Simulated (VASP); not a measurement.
A run of VASP 6.6.1:

Contents of INCAR:

```
SYSTEM = HfC
PREC = Accurate
ENCUT = 520
EDIFF = 1E-6
ISMEAR = -1
SIGMA = 0.05
LREAL = .FALSE.
LASPH = .TRUE.
NELM = 100
ALGO = Normal
ISIF = 2
LWAVE = .FALSE.
LCHARG = .TRUE.
GGA = PS
LELF = .TRUE.
LVHAR = .TRUE.
NBANDS = 22
```

Contents of KPOINTS:

```
regular mesh
0
G
  5 5 3
  0 0 0
```

File POSCAR:

```
HfC
1.0
    3.3521943134      0.0033344240     -0.0524323204
   -1.6732119814      2.9220036971      0.0114708180
   -0.0816035390     -0.0264956927      5.2421139069
Hf C
2 2
Direct
    0.7300500000      0.3806900000      0.7741200000
    0.2997600000      0.6840500000      0.2451000000
    0.9767700000      0.9808300000      0.9618200000
    0.9706000000      0.9766700000      0.4899200000
```

Potentials or basis: VASP PAW PBE potentials, release 64 (Hf_pv, C).

The run is started by

```sh
$ cat potpaw_PBE.64/Hf_pv/POTCAR potpaw_PBE.64/C/POTCAR > POTCAR
$ mpirun -np 1 vasp_std > vasp.out
```

Hardware: 1 thread of Intel Xeon 8259CL, on a shared host.

**Question.** Estimate the wall time of this run.

**Answer.** Wall time 76 s on 1 thread of Intel Xeon 8259CL (shared host), peak memory 0.2 GiB. Counts: scf iterations 14, k points 38.
